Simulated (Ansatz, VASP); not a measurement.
## Os: VASP beside Ansatz

```
CELL_PARAMETERS angstrom
0.00000 2.04225 1.94500
2.04225 0.00000 1.94500
2.04225 2.04225 0.00000
ATOMIC_POSITIONS crystal
Os 0.00000 0.00000 0.00000
```

Change from the starting cell: strain +0.050 along x and y, +0.000 along z, atoms carried along.

Alike in both runs: task single point; functional PBEsol; k mesh 20 × 20 × 20; occupations gaussian, width 0.15 eV; no spin polarisation.

```csv
,VASP,Ansatz
version,VASP 6.6.1,Ansatz 0.2.0
potentials or method,"VASP PAW PBE potentials, release 64 (Os), cutoff 520 eV","scalar-relativistic, plane waves, PAW"
valence electrons in the cell,8,16
```

|  | VASP | Ansatz | Ansatz less VASP |
| --- | --- | --- | --- |
| gap on the k mesh at the Fermi level (eV) | none | none | - |
| pressure (GPa) | -44.7 | -44.2 | +0.42 |
| traceless stress, the component that is largest in VASP (GPa) | 8.05 | 8.11 | +0.061 |

VASP's potentials were made for PBE, not for PBEsol. A gap of «none» marks a metal or a gap that the smearing closes. Both programs put the cell under strong tension, so it lies far from rest at this level. VASP's potentials hold 8 valence electrons a cell and Ansatz's 16, so a difference there can come from the potentials and not from the codes.

Spin-orbit coupling is off throughout. Noted on VASP's run: the cell as given lies far from equilibrium.
